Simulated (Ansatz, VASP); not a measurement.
RbBr: VASP beside Ansatz

INCAR

```
PREC = Accurate
ENCUT = 520
EDIFF = 1E-6
ISMEAR = 0
SIGMA = 0.02
LREAL = F
LASPH = T
NELM = 80
ALGO = Normal
ISIF = 2
LWAVE = F
LCHARG = F
GGA = PE
NBANDS = 15
```

File KPOINTS:

```
regular mesh
0
Gamma
  6 6 6
```

The input POSCAR:

```
RbBr
1.0
    3.9988290761      0.0000000000      0.0000000000
    0.0000000000      3.9988290761      0.0000000000
    0.0000000000      0.0000000000      3.9988290761
Rb Br
1 1
Direct
    0.0000000000      0.0000000000      0.0000000000
    0.5000000000      0.5000000000      0.5000000000
```

Input for Ansatz:

```yaml
crystal:
  lattice:
    - [3.9988290761, 0.0, 0.0]
    - [0.0, 3.9988290761, 0.0]
    - [0.0, 0.0, 3.9988290761]
  atoms:
    - { symbol: Rb, position: [0.0, 0.0, 0.0] }
    - { symbol: Br, position: [0.5, 0.5, 0.5] }
basis:
  ecutwfc: 420
kpoints:
  mp_grid: { grid: [6, 6, 6] }
hamiltonian:
  xc: pbe
scf:
  occupations: { method: gaussian, width: 0.02 }
output:
  forces: true
  stress: true
  eigenvalues: true
  write_density: true
  write_potential: true
  elf: true
  volumetric_format: npy
```

Alike in both runs: task single point; functional PBE; k mesh 6 × 6 × 6; occupations gaussian, width 0.02 eV; no spin polarisation.

```csv
,VASP,Ansatz
version,VASP 6.6.1,Ansatz 0.2.0
potentials or method,"VASP PAW PBE potentials, release 64 (Rb_sv, Br), cutoff 520 eV","scalar-relativistic, plane waves, PAW"
valence electrons in the cell,16,16
```

```csv
,VASP,Ansatz,Ansatz less VASP
gap on the k mesh at the Fermi level (eV),4.43,4.43,+0.003
least direct gap on the mesh (eV),4.58,4.58,+0.002
pressure (GPa),2.9,2.9,-0.05
```
